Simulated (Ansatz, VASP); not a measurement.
## SrCl2: VASP beside Ansatz

```
CELL_PARAMETERS angstrom
2.08574 1.20420 6.13505
-2.08574 1.20420 6.13505
0.00000 -2.40841 6.13505
ATOMIC_POSITIONS crystal
Sr 0.00020 0.00020 0.00020
Cl 0.42277 0.42277 0.42277
Cl 0.24369 0.24369 0.24369
```

Alike in both runs: task single point; functional r2SCAN; k mesh 6 × 6 × 6; no spin polarisation.

|  | VASP | Ansatz |
| --- | --- | --- |
| version | VASP 6.6.1 | Ansatz 0.2.0 |
| potentials or method | VASP PAW PBE potentials, release 64 (Sr_sv, Cl) | plane waves, PAW |
| plane-wave cutoff (eV) | 520 | 500 |
| occupations | gaussian, width 0.01 eV | fixed |
| valence electrons in the cell | 24 | 24 |

|  | VASP | Ansatz | Ansatz less VASP |
| --- | --- | --- | --- |
| gap on the k mesh at the Fermi level (eV) | 4.88 | 4.87 | -0.015 |
| pressure (GPa) | 0.7 | 0.6 | -0.05 |
| rms of the force components (eV/Å) | 0.004 | 0.006 | +0.0020 |

VASP's potentials were made for PBE, not for r2SCAN. Atom by atom the forces differ by 0.009 eV/Å (rms over components).
